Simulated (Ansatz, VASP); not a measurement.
## Se: VASP beside Ansatz

INCAR

```
SYSTEM = Se
PREC     = Accurate       ! precision mode
ENCUT    = 520            ! plane-wave cutoff, eV
EDIFF    = 1E-8           ! SCF threshold, eV
ISMEAR   = -1             ! smearing method
SIGMA    = 0.03           ! smearing width, eV
LREAL    = .FALSE.        ! projectors in reciprocal space
LASPH    = .TRUE.         ! aspherical terms in the spheres
NELM     = 60             ! most SCF steps
ALGO     = Normal         ! electronic algorithm
ISIF     = 2              ! what is computed and relaxed
LWAVE    = .FALSE.        ! write WAVECAR
LCHARG   = .FALSE.        ! write CHGCAR
GGA      = PS             ! functional
LEFG     = .TRUE.       
NBANDS   = 16             ! bands
```

KPOINTS

```
Automatic mesh
0
G
  6 6 5
  0 0 0
```

POSCAR

```
Se
1.0
    4.4518334532      0.0000000000      0.0000000000
   -2.2259167266      3.8554008639      0.0000000000
    0.0000000000      0.0000000000      5.0507540772
Se
3
Direct
    0.2254000000      0.0000000000      0.3333333333
    0.0000000000      0.2254000000      0.6666666667
    0.7746000000      0.7746000000      0.0000000000
```

Input for Ansatz:

```yaml
crystal:
  lattice:
    - [4.4518334532, 0.0, 0.0]
    - [-2.2259167266, 3.8554008639, 0.0]
    - [0.0, 0.0, 5.0507540772]
  atoms:
    - { symbol: Se, position: [0.2254, 0.0, 0.3333333333] }
    - { symbol: Se, position: [0.0, 0.2254, 0.6666666667] }
    - { symbol: Se, position: [0.7746, 0.7746, 0.0] }
kpoints:
  mp_grid: { grid: [6, 6, 5] }
scf:
  occupations: { method: fermi_dirac, width: 0.03 }
hamiltonian:
  xc: pbesol
  pseudopotentials: { kind: all_electron, datasets: crystal }
output:
  forces: true
  stress: true
  eigenvalues: true
  efg: { contact_densities: true }
```

Change from the starting cell: volume scaled by 1.06, crystal datasets.

Alike in both runs: task electric field gradients; functional PBEsol; k mesh 6 × 6 × 5; occupations fermi-dirac, width 0.03 eV; no spin polarisation.

```csv
,VASP,Ansatz
version,VASP 6.6.1,Ansatz 0.2.0
potentials or method,"VASP PAW PBE potentials, release 64 (Se), cutoff 520 eV","all-electron PAW with datasets made for the crystal, scalar-relativistic"
```

|  | VASP | Ansatz | Ansatz less VASP |
| --- | --- | --- | --- |
| gap on the k mesh at the Fermi level (eV) | 1.26 | 1.26 | +0.007 |
| pressure (GPa) | -2.6 | -2.8 | -0.14 |
| traceless stress, the component that is largest in VASP (GPa) | -0.18 | -0.23 | -0.054 |
| rms of the force components (eV/Å) | 0.140 | 0.162 | +0.0220 |
| size of Vzz on the site where it differs most (V/Å²) | 504.8 | 527.0 | +22.23 |

VASP's potentials were made for PBE, not for PBEsol. Atom by atom the forces differ by 0.022 eV/Å (rms over components). Ansatz ran all-electron here, and VASP with PAW potentials.
